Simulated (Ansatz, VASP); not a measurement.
**One calculation of FeO, two programs**

```xyz
2
Lattice="0.0000 2.0692 2.0692 2.0692 0.0000 2.0692 2.0692 2.0692 0.0000" Properties=species:S:1:pos:R:3 pbc="T T T"
Fe    0.0000    0.0000    0.0000
O     2.0692    2.0692    2.0692
```

Change from the starting cell: strain -0.040 along x and y, -0.040 along z, atoms carried along.

Alike in both runs: task single point; functional PBE; k mesh 20 × 20 × 20; occupations gaussian, width 0.15 eV; collinear spin.

```csv
,VASP,Ansatz
version,VASP 6.6.1,Ansatz 0.2.0
potentials or method,"VASP PAW PBE potentials, release 64 (Fe, O), cutoff 600 eV","scalar-relativistic, plane waves, PAW"
valence electrons in the cell,14,22
```

VASP gave:

| Item | Value |
| --- | --- |
| gap on the k mesh at the Fermi level (eV) | none |
| pressure (GPa) | 28.2 |
| net moment per atom (μB) | 1.95 |
| size of the moment on the site where the two differ most (μB) | 3.53 |

Q: What did Ansatz give for the same quantities?

A: gap on the k mesh at the Fermi level (eV): none; pressure (GPa): 28.0; net moment per atom (μB): 1.96; size of the moment on the site where the two differ most (μB): 3.33.

Site moments also hang on the region over which each program counts them. A gap of «none» marks a metal or a gap that the smearing closes. With one functional, cell and mesh, what is left measures potentials, basis and numerics. VASP's potentials hold 14 valence electrons a cell and Ansatz's 22, so a difference there can come from the potentials and not from the codes.
